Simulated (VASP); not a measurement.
A run of VASP 6.6.1:

The input INCAR:

```
PREC     = Accurate       # precision mode
ENCUT    = 600            # plane-wave cutoff, eV
EDIFF    = 1E-6           # SCF threshold, eV
ISMEAR   = 0              # smearing method
SIGMA    = 0.1            # smearing width, eV
LREAL    = Auto         
LASPH    = True           # aspherical terms in the spheres
NELM     = 60             # most SCF steps
ALGO     = Normal         # electronic algorithm
ISIF     = 3              # what is computed and relaxed
LWAVE    = False          # write WAVECAR
LCHARG   = False          # write CHGCAR
GGA      = PE             # functional
IBRION   = 2              # ionic algorithm
NSW      = 70             # ionic steps
EDIFFG   = -0.04          # ionic threshold
ISYM     = 0
```

File KPOINTS:

```
Automatic mesh
0
Gamma
  1 1 1
  0.25 0.25 0.25
```

The input POSCAR:

```
SrCaF4
1.0
   -5.3202827400      5.3202827400      0.0000000000
   -5.3202827400      0.0000000000      5.3202827400
    0.0000000000      5.3202827400      5.3202827400
F Ca Sr
16 4 4
Direct
    0.8761890546      0.8731627037      0.3786955511
    0.3722458377      0.8722765601      0.3795029927
    0.8722034070      0.3752686027      0.3779152657
    0.8766059327      0.8716380052      0.8763324051
    0.3746526210      0.3770941237      0.3753567112
    0.3732595088      0.8761158864      0.8780166869
    0.8746542989      0.3768465587      0.8751655574
    0.3768023360      0.3729683261      0.8735706685
    0.6274821675      0.6236781225      0.1223831843
    0.1282538683      0.6245119778      0.1192220743
    0.6230899745      0.1233863136      0.1224901323
    0.6235923627      0.6263271135      0.6227085819
    0.1258941224      0.1236126302      0.1263705334
    0.1247405561      0.6253694199      0.6308630173
    0.6279273414      0.1208861218      0.6322791139
    0.1308963464      0.1224891921      0.6227361999
    0.5048349231      0.9961204196      0.9999546330
    0.9974173046      0.5002729376      0.0036976440
    0.4983411940      0.0015330105      0.5036721598
    0.0045743979      0.5059360730      0.4959736810
    0.0028004081      0.0006281166      0.9974709893
    0.9949445573      0.0014982195      0.5028513487
    0.5069204289      0.4962313701      0.9970113606
    0.4999608368      0.4994244561      0.4992132000
```

Potentials or basis: VASP PAW PBE potentials, release 64 (F, Ca_sv, Sr_sv).

The run is started by

```sh
$ cat potpaw_PBE.64/F/POTCAR potpaw_PBE.64/Ca_sv/POTCAR potpaw_PBE.64/Sr_sv/POTCAR > POTCAR
$ mpirun -np 1 vasp_std > vasp.out
```

Hardware: 1 thread of Oxide Virtual Turin-like Processor (shared host).

Question: Estimate the wall time of this run.

Answer: Wall time 48 min on 1 thread of Oxide Virtual Turin-like Processor, on a shared host, peak memory 0.58 GiB. Counts: scf iterations 88, k points 4, ion steps 9.
